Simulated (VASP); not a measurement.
# TiN (Fm-3m) in VASP: a series of runs

TiN is run at these levels: PBE; tasks: single point.

Everything below comes from runs of VASP 6.6.1. Logs are shortened: lines on timing, memory, paths and dates and some standing lists are left out, and cuts for length are marked.

## 1. The cell of the first run

It takes space group Fm-3m (No. 225, cubic). The conventional cell has a = 4.303 Å, b = 4.303 Å, c = 4.303 Å, α = 90.00°, β = 90.00°, γ = 90.00°. Within 2.8 Å of Ti (site symmetry m-3m) lie 6 N at 2.15 Å. Within 2.8 Å of N (site symmetry m-3m) lie 6 Ti at 2.15 Å.

## 2. Single point, PBE, collinear spin (9.96 Å³/atom)

File INCAR:

```
SYSTEM = TiN
PREC = Accurate
ENCUT = 520
EDIFF = 1E-7
ISMEAR = 0
SIGMA = 0.15
LREAL = .False.
LASPH = .True.
NELM = 150
ALGO = Normal
ISIF = 2
LWAVE = .False.
LCHARG = .False.
ISPIN = 2
MAGMOM = 0.5 0
LORBIT = 11
NUPDOWN = 0.5
LMAXMIX = 4
GGA = PE
NBANDS = 20
```

File KPOINTS:

```
regular mesh
0
Gamma
  20 20 20
  0 0 0
```

File POSCAR:

```
TiN
1.0
    0.0000000000      2.1512702067      2.1512702067
    2.1512702067      0.0000000000      2.1512702067
    2.1512702067      2.1512702067      0.0000000000
Ti N
1 1
Direct
    0.0000000000      0.0000000000      0.0000000000
    0.5000000000      0.5000000000      0.5000000000
```

Potentials or basis: VASP PAW PBE potentials, release 64 (Ti_sv, N).

The run is started by

```console
> cat potpaw_PBE.64/Ti_sv/POTCAR potpaw_PBE.64/N/POTCAR > POTCAR
> mpirun -np 1 vasp_std > vasp.out
```

OUTCAR:

```text
SYSTEM = TiN
   PREC = Accurate
   ENCUT = 520
   EDIFF = 1E-7
   ISMEAR = 0
   LREAL = .False.
   LASPH = .True.
   NELM = 150
   ISIF = 2
   ISPIN = 2
   LORBIT = 11
   NUPDOWN = 0.5
   GGA = PE

 ion  position               nearest neighbor table
   1  0.000  0.000  0.000-   2 2.15   2 2.15   2 2.15   2 2.15   2 2.15   2 2.15
   2  0.500  0.500  0.500-   1 2.15   1 2.15   1 2.15   1 2.15   1 2.15   1 2.15

  LATTYP: Found a face centered cubic cell.
 ALAT       =     4.3025404134

  Lattice vectors:

 A1 = (   0.0000000000,   2.1512702067,   2.1512702067)
 A2 = (   2.1512702067,   0.0000000000,   2.1512702067)
 A3 = (   2.1512702067,   2.1512702067,   0.0000000000)

Analysis of symmetry for initial positions (statically):
=====================================================================
 Subroutine PRICEL returns:
 Original cell was already a primitive cell.

 Routine SETGRP: Setting up the symmetry group for a
 face centered cubic supercell.

 Subroutine GETGRP returns: Found 48 space group operations
 (whereof 48 operations were pure point group operations)
 out of a pool of 48 trial point group operations.

The static configuration has the point symmetry O_h .

Analysis of symmetry for dynamics (positions and initial velocities):
=====================================================================
 Subroutine PRICEL returns:
 Original cell was already a primitive cell.

 Routine SETGRP: Setting up the symmetry group for a
 face centered cubic supercell.

 Subroutine GETGRP returns: Found 48 space group operations
 (whereof 48 operations were pure point group operations)
 out of a pool of 48 trial point group operations.

The dynamic configuration has the point symmetry O_h .

Analysis of structural, dynamic, and magnetic symmetry:
=====================================================================
 Subroutine PRICEL returns:
 Original cell was already a primitive cell.

 Routine SETGRP: Setting up the symmetry group for a
 face centered cubic supercell.

 Subroutine GETGRP returns: Found 48 space group operations
 (whereof 48 operations were pure point group operations)
 out of a pool of 48 trial point group operations.

The overall configuration has the point symmetry O_h .

 Subroutine INISYM returns: Found 48 space group operations
 (whereof 48 operations are pure point group operations),
 and found     1 'primitive' translations

----------------------------------------------------------------------------------------

                                     Primitive cell

  volume of cell :      19.9120

  direct lattice vectors                    reciprocal lattice vectors
     0.000000000  2.151270207  2.151270207    -0.232420827  0.232420827  0.232420827
     2.151270207  0.000000000  2.151270207     0.232420827 -0.232420827  0.232420827
     2.151270207  2.151270207  0.000000000     0.232420827  0.232420827 -0.232420827

  length of vectors
     3.042355503  3.042355503  3.042355503     0.402564681  0.402564681  0.402564681

  position of ions in fractional coordinates (direct lattice)
     0.000000000  0.000000000  0.000000000
     0.500000000  0.500000000  0.500000000

  ion indices of the primitive-cell ions
   primitive index   ion index
                 1           1
                 2           2

----------------------------------------------------------------------------------------

 KPOINTS: regular mesh

Automatic generation of k-mesh.
 Grid dimensions read from file:
 generate k-points for:   20   20   20

 Generating k-lattice:

  Cartesian coordinates                     Fractional coordinates (reciprocal lattice)
    -0.011621041  0.011621041  0.011621041     0.050000000  0.000000000  0.000000000
     0.011621041 -0.011621041  0.011621041     0.000000000  0.050000000  0.000000000
     0.011621041  0.011621041 -0.011621041     0.000000000  0.000000000  0.050000000

  Length of vectors
     0.020128234  0.020128234  0.020128234

  Shift w.r.t. Gamma in fractional coordinates (k-lattice)
     0.000000000  0.000000000  0.000000000

 Subroutine IBZKPT returns following result:
 ===========================================

 Found    256 irreducible k-points:

 Following reciprocal coordinates:
            Coordinates               Weight
  0.000000  0.000000  0.000000      1.000000
  0.050000  0.000000  0.000000      8.000000
  0.100000  0.000000  0.000000      8.000000
  0.150000  0.000000  0.000000      8.000000
  0.200000  0.000000  0.000000      8.000000
  0.250000  0.000000  0.000000      8.000000
[... 16 lines left out ...]
 -0.400000  0.050000  0.000000     24.000000
 -0.350000  0.050000  0.000000     24.000000
 [... further k-points ...]
   k-points           NKPTS =    256   k-points in BZ     NKDIM =    256   number of bands    NBANDS=     20
   number of dos      NEDOS =    301   number of ions     NIONS =      2
   total plane-waves  NPLWV =  13824
   dimension x,y,z NGX =    24 NGY =   24 NGZ =   24
   dimension x,y,z NGXF=    48 NGYF=   48 NGZF=   48
   ions per type =               1   1
   NGX,Y,Z   is equivalent  to a cutoff of  13.11, 13.11, 13.11 a.u.
   NGXF,Y,Z  is equivalent  to a cutoff of  26.23, 26.23, 26.23 a.u.
 SYSTEM =  TiN
   PREC   = accura    normal or accurate (medium, high low for compatibility)
   ISTART =      0    job   : 0-new  1-cont  2-samecut
   ICHARG =      2    charge: 1-file 2-atom 10-const
   ISPIN  =      2    spin polarized calculation?
   LNONCOLLINEAR =      F non collinear calculations
   LSORBIT =      F    spin-orbit coupling
   LASPH  =      T    aspherical Exc in radial PAW
   ENCUT  =  520.0 eV  38.22 Ry    6.18 a.u.   5.66  5.66  5.66*2*pi/ulx,y,z
   NELM   =    150;   NELMIN=  2; NELMDL= -5     # of ELM steps
   EDIFF  = 0.1E-06   stopping-criterion for ELM
   LREAL  =      F    real-space projection
   EDIFFG = 0.1E-05   stopping-criterion for IOM
   NSW    =      0    number of steps for IOM
   IBRION =     -1    ionic relax: 0-MD 1-quasi-New 2-CG
   NFREE  =      0    steps in history (QN), initial steepest desc. (CG)
   ISIF   =      2    stress and relaxation
   ISYM   =      2    0-nonsym 1-usesym 2-fastsym
   POTIM  = 0.5000    time-step for ionic-motion
   TEBEG  =    0.0;   TEEND  =   0.0 temperature during run
   PSTRESS=    0.0 pullay stress
   NELECT =      17.0000    total number of electrons
   NUPDOWN=       0.5000    fix difference up-down
   EMIN   =  10.00;   EMAX   =-10.00  energy-range for DOS
   EFERMI =   0.00;   METHOD = LEGACY
   ISMEAR =     0;   SIGMA  =   0.15  broadening in eV -4-tet -1-fermi 0-gaus
   EFERMI_NEDOS =   21; number of points for ismear=-14 and -15
   IALGO  =     38    algorithm
   IMIX   =      4    mixing-type and parameters
     AMIX     =   0.40;   BMIX     =  1.00
     AMIX_MAG =   1.60;   BMIX_MAG =  1.00
  volume/ion in A,a.u.               =       9.96        67.19
  Fermi-wavevector in a.u.,A,eV,Ry     =   1.553053  2.934844 32.816878  2.411973
  Thomas-Fermi vector in A             =   2.657339
   LORBIT       =     11    0 simple, 1 ext, 2 COOP (PROOUT), +10 PAW based schemes
   GGA     = PE    functional components
   LHFCALC =     F    Hartree Fock is set to
   AEXX    =    0.0000 exact exchange contribution
   IVDW    =     0    specifies the selected vdW correction
   LEPSILON=     F    determine dielectric tensor
   LRPA    =     F    only Hartree local field effects (RPA)
 spin polarized calculation
 Gauss-broadening in eV      SIGMA  =   0.15
  energy-cutoff  :      520.00
  volume of cell :       19.91
 maximum number of plane-waves:       548
   NGX = 11   NGY = 11   NGZ = 11

 number of electron      17.0000002 magnetization       0.5000000

 Free energy of the ion-electron system (eV)
  ---------------------------------------------------
  ext. energy  EPLUGINS =         0.00000000
  ---------------------------------------------------
  free energy    TOTEN  =       -19.53041102 eV

  energy without entropy =      -19.52107752  energy(sigma->0) =      -19.52574427

 E-fermi :  10.4377     XC(G=0): -12.7766

 val. band max:       11.1773714706   @ k =  -0.2500   0.1500   0.0000
 cond. band min:      10.4410438569   @ k =  -0.4000   0.4500   0.1500
 fundamental gap:     -0.7363276137
 Fermi energy:        11.1836795610

 spin component 1

 k-point     1 :       0.0000    0.0000    0.0000
  band No.  band energies     occupation
      1     -47.2025      1.00000
      2     -23.2137      1.00000
      3     -23.2137      1.00000
      4     -23.2137      1.00000
      5      -6.0002      1.00000
      6       8.8764      1.00000
[... 12 lines left out ...]
     19      37.0187      0.00000
     20      37.0187      0.00000
[... 507 lines left out ...]
 k-point    24 :      -0.3500    0.0500    0.0000
  band No.  band energies     occupation
      1     -47.1350      1.00000
      2     -23.6693      1.00000
      3     -23.2699      1.00000
      4     -23.2511      1.00000
      5      -4.1836      1.00000
      6       3.8065      1.00000
[... 12 lines left out ...]
     19      33.6838      0.00000
     20      35.4683      0.00000

 [... further k-points ...]

 spin component 2

 k-point     1 :       0.0000    0.0000    0.0000
  band No.  band energies     occupation
      1     -46.8167      1.00000
      2     -22.8261      1.00000
      3     -22.8261      1.00000
      4     -22.8261      1.00000
      5      -5.9046      1.00000
      6       8.9236      1.00000
[... 12 lines left out ...]
     19      37.2110      0.00000
     20      37.2110      0.00000
[... 507 lines left out ...]
 k-point    24 :      -0.3500    0.0500    0.0000
  band No.  band energies     occupation
      1     -46.7489      1.00000
      2     -23.2869      1.00000
      3     -22.8819      1.00000
      4     -22.8629      1.00000
      5      -4.1085      1.00000
      6       3.9904      1.00000
[... 12 lines left out ...]
     19      33.9181      0.00000
     20      35.7017      0.00000

 [... further k-points ...]

------------------------ aborting loop because EDIFF is reached ----------------------------------------

  FORCE on cell =-STRESS in cart. coord.  units (eV):
  Direction    XX          YY          ZZ          XY          YZ          ZX
  --------------------------------------------------------------------------------------
  -------------------------------------------------------------------------------------
  Total       -0.9598889     -0.9598889     -0.9598889      0.0000000     -0.0000000      0.0000000
  in kB      -77.2354507    -77.2354507    -77.2354507      0.0000000     -0.0000000      0.0000000
  external PRESSURE =     -77.2354507 kB  Pullay stress =       0.0000000 kB

 VOLUME and BASIS-vectors are now :
 -----------------------------------------------------------------------------
  energy-cutoff  :      520.00
  volume of cell :       19.91
      direct lattice vectors                 reciprocal lattice vectors
     0.000000000  2.151270207  2.151270207    -0.232420827  0.232420827  0.232420827
     2.151270207  0.000000000  2.151270207     0.232420827 -0.232420827  0.232420827
     2.151270207  2.151270207  0.000000000     0.232420827  0.232420827 -0.232420827

 POSITION                                       TOTAL-FORCE (eV/Angst)
 -----------------------------------------------------------------------------------
      0.00000      0.00000      0.00000        -0.000000      0.000000     -0.000000
      2.15127      2.15127      2.15127         0.000000     -0.000000      0.000000
 -----------------------------------------------------------------------------------
    total drift:                                0.000000     -0.000000     -0.000000

  FREE ENERGIE OF THE ION-ELECTRON SYSTEM (eV)
  ---------------------------------------------------
  free  energy   TOTEN  =       -19.5304110183 eV

  energy  without entropy=      -19.5210775246  energy(sigma->0) =      -19.52574427

 total charge

# of ion       s       p       d       tot
------------------------------------------
    1        2.174   6.205   1.928  10.307
    2        1.244   2.483   0.000   3.726
--------------------------------------------------
tot          3.418   8.688   1.928  14.034

 magnetization (x)

# of ion       s       p       d       tot
------------------------------------------
    1        0.003   0.003   0.385   0.392
    2       -0.000   0.017   0.000   0.017
--------------------------------------------------
tot          0.003   0.020   0.385   0.409
```

It took 1.8 min on 1 thread of AMD EPYC 9R45 (Zen 5), shared host; peak memory 0.24 GiB.

Results:

```
Free energy                                           : -19.5304 eV
Pressure                                              : -7.7 GPa
Net moment                                            : 0.50 μB per cell
Site moments                                          : Ti +0.39; N +0.02 μB
Valence electrons inside the program's atomic spheres : Ti 10.31; N 3.73
```

Caveat: the cell stands under tension; the total moment is fixed, so each spin has its own Fermi level and the state may be an excited one.

[end of part 1 of 2]
